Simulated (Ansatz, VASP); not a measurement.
## AlNi: VASP beside Ansatz

```
Al Ni
1.0
     2.96504    0.00000    0.00000
     0.00000    2.96504    0.00000
     0.00000    0.00000    2.96504
Al Ni
1 1
Direct
  0.00000 0.00000 0.98617
  0.50000 0.50000 0.50636
```

Change from the starting cell: mode 6 frozen in at -0.040 Å, equal normal strain along x, y and z +0.0250.

Alike in both runs: task single point; functional PBE; k mesh 16 × 16 × 16; occupations gaussian, width 0.15 eV; no spin polarisation.

```csv
,VASP,Ansatz
version,VASP 6.6.1,Ansatz 0.2.0
potentials or method,"VASP PAW PBE potentials, release 64 (Al, Ni), cutoff 520 eV","scalar-relativistic, plane waves, PAW"
valence electrons in the cell,13,21
```

|  | VASP | Ansatz | Ansatz less VASP |
| --- | --- | --- | --- |
| gap on the k mesh at the Fermi level (eV) | none | none | - |
| pressure (GPa) | -9.7 | -9.8 | -0.13 |
| traceless stress, the component that is largest in VASP (GPa) | -0.06 | -0.06 | +0.001 |
| rms of the force components (eV/Å) | 0.143 | 0.142 | -0.0010 |

Atom by atom the forces differ by 0.001 eV/Å (rms over components). A gap of «none» marks a metal or a gap that the smearing closes. VASP's potentials hold 13 valence electrons a cell and Ansatz's 21, so a difference there can come from the potentials and not from the codes.
